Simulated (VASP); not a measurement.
# TaN (P-6m2) in VASP: notebook

Runs on TaN. Level: LDA+U. Tasks: single point.

All numbers are computed with VASP 6.6.1; they aren't measurements. Logs are shortened: lines on timing, memory, paths and dates and some standing lists are left out, and cuts for length are marked.

**1. The cell of the first run**

It takes space group P-6m2 (No. 187, hexagonal). Conventional cell: a = 2.938 Å, b = 2.938 Å, c = 2.883 Å, α = 90.00°, β = 90.00°, γ = 120.00°. Within 2.9 Å of Ta (site symmetry -6m2) lie 6 N at 2.23 Å and 2 Ta at 2.88 Å. Within 2.9 Å of N (site symmetry -6m2) lie 6 Ta at 2.23 Å and 2 N at 2.88 Å.

**2. Single point, LDA+U, collinear spin, ferromagnetic start**

Input file INCAR:

```
SYSTEM = TaN
PREC     = Accurate       ! precision mode
ENCUT    = 520            ! plane-wave cutoff, eV
EDIFF    = 1E-6           ! SCF threshold, eV
ISMEAR   = 0              ! smearing method
SIGMA    = 0.05           ! smearing width, eV
LREAL    = .FALSE.        ! projectors in reciprocal space
LASPH    = .TRUE.         ! aspherical terms in the spheres
NELM     = 150            ! most SCF steps
ALGO     = Normal         ! electronic algorithm
ISIF     = 2              ! what is computed and relaxed
LWAVE    = .FALSE.        ! write WAVECAR
LCHARG   = .TRUE.         ! write CHGCAR
ISPIN    = 2              ! spin polarisation
MAGMOM   = 0.5 0          ! initial moments
LORBIT   = 11             ! projections on sites
NUPDOWN  = 0.5            ! fixed moment
LMAXMIX  = 4              ! l up to which the mixer works
LDAU     = .TRUE.         ! DFT+U
LDAUTYPE = 1            
LDAUL    = 2 -1           ! shell
LDAUU    = 2 0            ! U, eV
LDAUJ    = 0.9 0        
LDAUPRINT= 1            
LELF     = .TRUE.         ! ELF
LVHAR    = .TRUE.       
NBANDS   = 19             ! bands
```

Input file KPOINTS:

```
regular mesh
0
G
  7 7 7
  0 0 0
```

Input file POSCAR:

```
TaN
1.0
    2.9380011100      0.0000000000      0.0000000000
   -1.4690005500      2.5443836000      0.0000000000
    0.0000000000      0.0000000000      2.8830022100
Ta N
1 1
Direct
    0.3333333333      0.6666666667      0.5000000000
    0.0000000000      0.0000000000      0.0000000000
```

Potentials or basis: VASP PAW LDA potentials, release 64 (Ta_pv, N).

Started as:

```
> cat potpaw_LDA.64/Ta_pv/POTCAR potpaw_LDA.64/N/POTCAR > POTCAR
> mpirun -np 1 vasp_std > vasp.out
```

OUTCAR:

```text
SYSTEM = TaN
   PREC = Accurate
   ENCUT = 520
   EDIFF = 1E-6
   ISMEAR = 0
   LREAL = .FALSE.
   LASPH = .TRUE.
   NELM = 150
   ISIF = 2
   ISPIN = 2
   LORBIT = 11
   NUPDOWN = 0.5

 ion  position               nearest neighbor table
   1  0.333  0.667  0.500-   2 2.23   2 2.23   2 2.23   2 2.23   2 2.23   2 2.23
   2  0.000  0.000  0.000-   1 2.23   1 2.23   1 2.23   1 2.23   1 2.23   1 2.23

  LATTYP: Found a hexagonal cell.
 ALAT       =     2.9380011100
 C/A-ratio  =     0.9812801636

  Lattice vectors:

 A1 = (   2.9380011100,   0.0000000000,   0.0000000000)
 A2 = (  -1.4690005500,   2.5443836000,   0.0000000000)
 A3 = (   0.0000000000,   0.0000000000,   2.8830022100)

Analysis of symmetry for initial positions (statically):
=====================================================================
 Subroutine PRICEL returns:
 Original cell was already a primitive cell.

 Routine SETGRP: Setting up the symmetry group for a
 hexagonal supercell.

 Subroutine GETGRP returns: Found 12 space group operations
 (whereof 12 operations were pure point group operations)
 out of a pool of 24 trial point group operations.

The static configuration has the point symmetry D_3h.

Analysis of symmetry for dynamics (positions and initial velocities):
=====================================================================
 Subroutine PRICEL returns:
 Original cell was already a primitive cell.

 Routine SETGRP: Setting up the symmetry group for a
 hexagonal supercell.

 Subroutine GETGRP returns: Found 12 space group operations
 (whereof 12 operations were pure point group operations)
 out of a pool of 24 trial point group operations.

The dynamic configuration has the point symmetry D_3h.

Analysis of structural, dynamic, and magnetic symmetry:
=====================================================================
 Subroutine PRICEL returns:
 Original cell was already a primitive cell.

 Routine SETGRP: Setting up the symmetry group for a
 hexagonal supercell.

 Subroutine GETGRP returns: Found 12 space group operations
 (whereof 12 operations were pure point group operations)
 out of a pool of 24 trial point group operations.

The overall configuration has the point symmetry D_3h.

 Subroutine INISYM returns: Found 12 space group operations
 (whereof 12 operations are pure point group operations),
 and found     1 'primitive' translations

----------------------------------------------------------------------------------------

                                     Primitive cell

  volume of cell :      21.5516

  direct lattice vectors                    reciprocal lattice vectors
     2.938001110  0.000000000  0.000000000     0.340367468  0.196511249  0.000000000
    -1.469000550  2.544383600  0.000000000     0.000000000  0.393022499  0.000000000
     0.000000000  0.000000000  2.883002210     0.000000000  0.000000000  0.346860643

  length of vectors
     2.938001110  2.938001110  2.883002210     0.393022499  0.393022499  0.346860643

  position of ions in fractional coordinates (direct lattice)
     0.333333333  0.666666667  0.500000000
     0.000000000  0.000000000  0.000000000

  ion indices of the primitive-cell ions
   primitive index   ion index
                 1           1
                 2           2

----------------------------------------------------------------------------------------

 KPOINTS: regular mesh

Automatic generation of k-mesh.
 Grid dimensions read from file:
 generate k-points for:    7    7    7

[... 58 lines left out ...]
   LNONCOLLINEAR =      F non collinear calculations
   LSORBIT =      F    spin-orbit coupling
   LASPH  =      T    aspherical Exc in radial PAW
   ENCUT  =  520.0 eV  38.22 Ry    6.18 a.u.   5.46  5.46  5.36*2*pi/ulx,y,z
   NELM   =    150;   NELMIN=  2; NELMDL= -5     # of ELM steps
   EDIFF  = 0.1E-05   stopping-criterion for ELM
   LREAL  =      F    real-space projection
   EDIFFG = 0.1E-04   stopping-criterion for IOM
   NSW    =      0    number of steps for IOM
   IBRION =     -1    ionic relax: 0-MD 1-quasi-New 2-CG
   NFREE  =      0    steps in history (QN), initial steepest desc. (CG)
   ISIF   =      2    stress and relaxation
   ISYM   =      2    0-nonsym 1-usesym 2-fastsym
   POTIM  = 0.5000    time-step for ionic-motion
   TEBEG  =    0.0;   TEEND  =   0.0 temperature during run
   PSTRESS=    0.0 pullay stress
   NELECT =      16.0000    total number of electrons
   NUPDOWN=       0.5000    fix difference up-down
   EMIN   =  10.00;   EMAX   =-10.00  energy-range for DOS
   EFERMI =   0.00;   METHOD = LEGACY
   ISMEAR =     0;   SIGMA  =   0.05  broadening in eV -4-tet -1-fermi 0-gaus
   EFERMI_NEDOS =   21; number of points for ismear=-14 and -15
   IALGO  =     38    algorithm
   IMIX   =      4    mixing-type and parameters
     AMIX     =   0.40;   BMIX     =  1.00
     AMIX_MAG =   1.60;   BMIX_MAG =  1.00
  volume/ion in A,a.u.               =      10.78        72.72
  Fermi-wavevector in a.u.,A,eV,Ry     =   1.482364  2.801263 29.897501  2.197404
  Thomas-Fermi vector in A             =   2.596160
   LORBIT       =     11    0 simple, 1 ext, 2 COOP (PROOUT), +10 PAW based schemes
 LDA+U is selected, type is set to LDAUTYPE =  1
   angular momentum for each species LDAUL =     2   -1
   U (eV)           for each species LDAUU =   2.0  0.0
   J (eV)           for each species LDAUJ =   0.9  0.0
   GGA     = CA    functional components
   LHFCALC =     F    Hartree Fock is set to
   AEXX    =    0.0000 exact exchange contribution
   IVDW    =     0    specifies the selected vdW correction
   LEPSILON=     F    determine dielectric tensor
   LRPA    =     F    only Hartree local field effects (RPA)
 spin polarized calculation
 Gauss-broadening in eV      SIGMA  =   0.05
  energy-cutoff  :      520.00
  volume of cell :       21.55
 maximum number of plane-waves:       605
 NGX is ok and might be reduce to    24
   NGX = 11   NGY = 11   NGZ = 11

atom =   1  type =  1  l = 2

 onsite density matrix

spin component  1

  0.3254  0.0000 -0.0000 -0.0000 -0.0000
  0.0000  0.2215 -0.0000  0.0000  0.0000
 -0.0000 -0.0000  0.3239  0.0000  0.0000
 -0.0000  0.0000  0.0000  0.2215  0.0000
 -0.0000  0.0000  0.0000  0.0000  0.3254

spin component  2

  0.2117  0.0000 -0.0000 -0.0000 -0.0000
  0.0000  0.1881 -0.0000  0.0000  0.0000
 -0.0000 -0.0000  0.2907  0.0000  0.0000
 -0.0000  0.0000  0.0000  0.1881 -0.0000
 -0.0000  0.0000  0.0000 -0.0000  0.2117

 occupancies and eigenvectors

  o =  0.1881  v =  0.0000  0.0000  0.0000  0.0000  0.0000  0.0000 -0.5330  0.0000  0.8461 -0.0000      0.0000  0.0000  0.0000  0.0000  0.0000  0.0000  0.0000  0.0000  0.0000  0.0000
  o =  0.1881  v =  0.0000  0.0000  0.0000  0.0000  0.0000  0.0000 -0.8461  0.0000 -0.5330  0.0000      0.0000  0.0000  0.0000  0.0000  0.0000  0.0000  0.0000  0.0000  0.0000  0.0000
  o =  0.2117  v =  0.0000  0.0000  0.0000  0.0000  0.0000 -1.0000 -0.0000 -0.0000  0.0000  0.0045      0.0000  0.0000  0.0000  0.0000  0.0000  0.0000  0.0000  0.0000  0.0000  0.0000
  o =  0.2117  v =  0.0000  0.0000  0.0000  0.0000  0.0000  0.0045  0.0000 -0.0000  0.0000  1.0000      0.0000  0.0000  0.0000  0.0000  0.0000  0.0000  0.0000  0.0000  0.0000  0.0000
  o =  0.2215  v =  0.0000 -0.5330  0.0000  0.8461  0.0000  0.0000  0.0000  0.0000  0.0000  0.0000      0.0000  0.0000  0.0000  0.0000  0.0000  0.0000  0.0000  0.0000  0.0000  0.0000
  o =  0.2215  v =  0.0000 -0.8461  0.0000 -0.5330 -0.0000  0.0000  0.0000  0.0000  0.0000  0.0000      0.0000  0.0000  0.0000  0.0000  0.0000  0.0000  0.0000  0.0000  0.0000  0.0000
  o =  0.2907  v =  0.0000  0.0000  0.0000  0.0000  0.0000 -0.0000  0.0000  1.0000  0.0000  0.0000      0.0000  0.0000  0.0000  0.0000  0.0000  0.0000  0.0000  0.0000  0.0000  0.0000
  o =  0.3239  v =  0.0000 -0.0000  1.0000  0.0000 -0.0000  0.0000  0.0000  0.0000  0.0000  0.0000      0.0000  0.0000  0.0000  0.0000  0.0000  0.0000  0.0000  0.0000  0.0000  0.0000
  o =  0.3254  v =  0.4530  0.0000 -0.0000 -0.0000  0.8915  0.0000  0.0000  0.0000  0.0000  0.0000      0.0000  0.0000  0.0000  0.0000  0.0000  0.0000  0.0000  0.0000  0.0000  0.0000
  o =  0.3254  v =  0.8915  0.0000 -0.0000  0.0000 -0.4530  0.0000  0.0000  0.0000  0.0000  0.0000      0.0000  0.0000  0.0000  0.0000  0.0000  0.0000  0.0000  0.0000  0.0000  0.0000

 number of electron      16.0000001 magnetization       0.5000000

 Free energy of the ion-electron system (eV)
  ---------------------------------------------------
  ext. energy  EPLUGINS =         0.00000000
  ---------------------------------------------------
  free energy    TOTEN  =       -23.25219151 eV

  energy without entropy =      -23.25007129  energy(sigma->0) =      -23.25113140

 E-fermi :   7.3991     XC(G=0): -13.5739

 val. band max:        9.7430161688   @ k =   0.2857   0.1429   0.1429
 cond. band min:       7.4337676476   @ k =   0.4286   0.1429   0.2857
 fundamental gap:     -2.3092485212
 Fermi energy:         9.7632729506

 spin component 1

 k-point     1 :       0.0000    0.0000    0.0000
  band No.  band energies     occupation
      1     -26.5654      1.00000
      2     -26.3888      1.00000
      3     -26.3888      1.00000
      4      -9.3890      1.00000
      5       3.6070      1.00000
      6       3.6070      1.00000
[... 1049 lines left out ...]
     18      26.5373      0.00000
     19      31.4123      0.00000

 [... further k-points ...]
[... 5 lines left out ...]
  --------------------------------------------------------------------------------------
  -------------------------------------------------------------------------------------
  Total       -0.4707015     -0.4707015     -0.8019967     -0.0000000      0.0000000     -0.0000000
  in kB      -34.9926332    -34.9926332    -59.6216017     -0.0000001      0.0000000     -0.0000000
  external PRESSURE =     -43.2022894 kB  Pullay stress =       0.0000000 kB

 VOLUME and BASIS-vectors are now :
 -----------------------------------------------------------------------------
  energy-cutoff  :      520.00
  volume of cell :       21.55
      direct lattice vectors                 reciprocal lattice vectors
     2.938001110  0.000000000  0.000000000     0.340367468  0.196511249  0.000000000
    -1.469000550  2.544383600  0.000000000     0.000000000  0.393022499  0.000000000
     0.000000000  0.000000000  2.883002210     0.000000000  0.000000000  0.346860643

 POSITION                                       TOTAL-FORCE (eV/Angst)
 -----------------------------------------------------------------------------------
      0.00000      1.69626      1.44150         0.000000      0.000000      0.000000
      0.00000      0.00000      0.00000        -0.000000      0.000000      0.000000
 -----------------------------------------------------------------------------------
    total drift:                               -0.000000      0.000000     -0.000000

  FREE ENERGIE OF THE ION-ELECTRON SYSTEM (eV)
  ---------------------------------------------------
  free  energy   TOTEN  =       -23.2521915074 eV

  energy  without entropy=      -23.2500712893  energy(sigma->0) =      -23.25113140

 total charge

# of ion       s       p       d       tot
------------------------------------------
    1        0.306   6.252   2.456   9.014
    2        1.215   2.481   0.000   3.696
--------------------------------------------------
tot          1.521   8.733   2.456  12.710

 magnetization (x)

# of ion       s       p       d       tot
------------------------------------------
    1        0.005   0.023   0.323   0.351
    2        0.000   0.014   0.000   0.015
--------------------------------------------------
tot          0.006   0.037   0.323   0.366
```

Run time: 43 s. Hardware: 1 thread of AMD EPYC 7R13, shared host; peak memory 0.12 GiB.

Results:

- Free energy: -23.2522 eV
- Pressure: -4.3 GPa
- Net moment: 0.50 μB per cell
- Site moments: Ta +0.35; N +0.01 μB
- Valence electrons inside the program's atomic spheres: Ta 9.01; N 3.70

Eigenvalues of the final occupation matrices:
```
    site  spin  trace               eigenvalues
site 1 d     1   1.42  0.22 0.22 0.32 0.33 0.33
site 1 d     2   1.09  0.19 0.19 0.21 0.21 0.29
```

Caveat: spin-orbit coupling is left out, which moves the levels of the heavy elements; the total moment is fixed, so each spin has its own Fermi level. The state reached can hang on the start; a lower one may exist.

**3. Single point, LDA+U, collinear spin, ferromagnetic start**

INCAR: that of step 2 with these lines changed.

```diff
@@ -2,3 +2,3 @@
 PREC     = Accurate       ! precision mode
-ENCUT    = 520            ! plane-wave cutoff, eV
+ENCUT    = 600            ! plane-wave cutoff, eV
 EDIFF    = 1E-6           ! SCF threshold, eV
@@ -8,3 +8,3 @@
 LASPH    = .TRUE.         ! aspherical terms in the spheres
-NELM     = 150            ! most SCF steps
+NELM     = 200            ! most SCF steps
 ALGO     = Normal         ! electronic algorithm
@@ -26,2 +26,3 @@
 LVHAR    = .TRUE.       
-NBANDS   = 19             ! bands
+NBANDS   = 20             ! bands
+GGA_COMPAT= .FALSE.
```

KPOINTS is that of step 2.

POSCAR is that of step 2.

Potentials or basis: VASP PAW LDA potentials, release 64 (Ta_sv_GW, N).

Started as:

```
> cat potpaw_LDA.64/Ta_sv_GW/POTCAR potpaw_LDA.64/N/POTCAR > POTCAR
> mpirun -np 1 vasp_std > vasp.out
```

OUTCAR:

```text
SYSTEM = TaN
   PREC = Accurate
   ENCUT = 600
   EDIFF = 1E-6
   ISMEAR = 0
   LREAL = .FALSE.
   LASPH = .TRUE.
   NELM = 200
   ISIF = 2
   ISPIN = 2
   LORBIT = 11
   NUPDOWN = 0.5

 ion  position               nearest neighbor table
   1  0.333  0.667  0.500-   2 2.23   2 2.23   2 2.23   2 2.23   2 2.23   2 2.23
   2  0.000  0.000  0.000-   1 2.23   1 2.23   1 2.23   1 2.23   1 2.23   1 2.23

  LATTYP: Found a hexagonal cell.
 ALAT       =     2.9380011100
 C/A-ratio  =     0.9812801636

  Lattice vectors:

 A1 = (   2.9380011100,   0.0000000000,   0.0000000000)
 A2 = (  -1.4690005500,   2.5443836000,   0.0000000000)
 A3 = (   0.0000000000,   0.0000000000,   2.8830022100)

Analysis of symmetry for initial positions (statically):
=====================================================================
 Subroutine PRICEL returns:
 Original cell was already a primitive cell.
[... 226 lines left out ...]
 fundamental gap:     -2.3005396683
 Fermi energy:        13.7899341323

 spin component 1

 k-point     1 :       0.0000    0.0000    0.0000
  band No.  band energies     occupation
      1     -56.0314      1.00000
      2     -22.5190      1.00000
      3     -22.3453      1.00000
      4     -22.3453      1.00000
      5      -5.3439      1.00000
      6       7.6342      1.00000
[... 1097 lines left out ...]
     19      35.0291      0.00000
     20      37.9143      0.00000

 [... further k-points ...]
[... 5 lines left out ...]
  --------------------------------------------------------------------------------------
  -------------------------------------------------------------------------------------
  Total       -0.5446562     -0.5446562     -0.8903424     -0.0000000     -0.0000000      0.0000000
  in kB      -40.4905347    -40.4905348    -66.1893507     -0.0000001     -0.0000000      0.0000000
  external PRESSURE =     -49.0568067 kB  Pullay stress =       0.0000000 kB

 VOLUME and BASIS-vectors are now :
 -----------------------------------------------------------------------------
  energy-cutoff  :      600.00
  volume of cell :       21.55
      direct lattice vectors                 reciprocal lattice vectors
     2.938001110  0.000000000  0.000000000     0.340367468  0.196511249  0.000000000
    -1.469000550  2.544383600  0.000000000     0.000000000  0.393022499  0.000000000
     0.000000000  0.000000000  2.883002210     0.000000000  0.000000000  0.346860643

 POSITION                                       TOTAL-FORCE (eV/Angst)
 -----------------------------------------------------------------------------------
      0.00000      1.69626      1.44150         0.000000      0.000000      0.000000
      0.00000      0.00000      0.00000        -0.000000     -0.000000      0.000000
 -----------------------------------------------------------------------------------
    total drift:                                0.000000     -0.000000     -0.000000

  FREE ENERGIE OF THE ION-ELECTRON SYSTEM (eV)
  ---------------------------------------------------
  free  energy   TOTEN  =       -25.7737649928 eV

  energy  without entropy=      -25.7716550842  energy(sigma->0) =      -25.77271004

 total charge

# of ion       s       p       d       f       tot
--------------------------------------------------
    1        3.179   6.056   2.414   0.106  11.754
    2        1.213   2.479   0.000   0.000   3.691
--------------------------------------------------
tot          4.392   8.534   2.414   0.106  15.445

 magnetization (x)

# of ion       s       p       d       f       tot
--------------------------------------------------
    1        0.019   0.009   0.323   0.007   0.357
    2        0.000   0.014   0.000   0.000   0.015
--------------------------------------------------
tot          0.019   0.023   0.323   0.007   0.372
```

OSZICAR:

```text
N       E                     dE             d eps       ncg     rms          rms(c)
DAV:   1     0.107707345028E+03    0.10771E+03   -0.11056E+04  2568   0.989E+02
DAV:   2    -0.238476630630E+02   -0.13156E+03   -0.12654E+03  3252   0.274E+02
DAV:   3    -0.293233412613E+02   -0.54757E+01   -0.54516E+01  3024   0.470E+01
DAV:   4    -0.295504806349E+02   -0.22714E+00   -0.22712E+00  3192   0.677E+00
DAV:   5    -0.295535314445E+02   -0.30508E-02   -0.30508E-02  3016   0.605E-01    0.556E+01
DAV:   6    -0.259909951916E+02    0.35625E+01   -0.51967E+00  2744   0.189E+01    0.506E+01
DAV:   7    -0.258201213275E+02    0.17087E+00   -0.41573E-01  2824   0.453E+00    0.232E+01
DAV:   8    -0.257729490147E+02    0.47172E-01   -0.11549E-01  2876   0.229E+00    0.325E+00
DAV:   9    -0.257740326162E+02   -0.10836E-02   -0.29114E-03  2952   0.412E-01    0.849E-01
DAV:  10    -0.257737646207E+02    0.26800E-03   -0.68509E-04  2892   0.228E-01    0.485E-01
DAV:  11    -0.257737527317E+02    0.11889E-04   -0.40822E-04  2720   0.163E-01    0.145E-01
DAV:  12    -0.257737612221E+02   -0.84904E-05   -0.31203E-05  2928   0.389E-02    0.652E-02
DAV:  13    -0.257737648003E+02   -0.35782E-05   -0.13024E-05  2844   0.253E-02    0.253E-02
DAV:  14    -0.257737649928E+02   -0.19255E-06   -0.43614E-07  1556   0.510E-03
   1 F= -.25773765E+02 E0= -.25772710E+02  d E =-.210991E-02  mag=     0.5000
```

It took 20 s on 1 thread of Intel Xeon Platinum 8375C at 2.90GHz (Ice Lake), shared host; peak memory 0.16 GiB.

Results:

```
Free energy                                           : -25.7738 eV
Pressure                                              : -4.9 GPa
Net moment                                            : 0.50 μB per cell
Site moments                                          : Ta +0.36; N +0.01 μB
Valence electrons inside the program's atomic spheres : Ta 11.75; N 3.69
```

Stress tensor (GPa, compression positive):
```
-4.05  0.00  0.00
 0.00 -4.05  0.00
 0.00  0.00 -6.62
```

Eigenvalues of the final occupation matrices:
```
    site  spin  trace               eigenvalues
site 1 d     1   1.39  0.22 0.22 0.32 0.32 0.32
site 1 d     2   1.07  0.18 0.18 0.21 0.21 0.29
```

Caveat: spin-orbit coupling is left out, which moves the levels of the heavy elements; the total moment is fixed, so each spin has its own Fermi level.
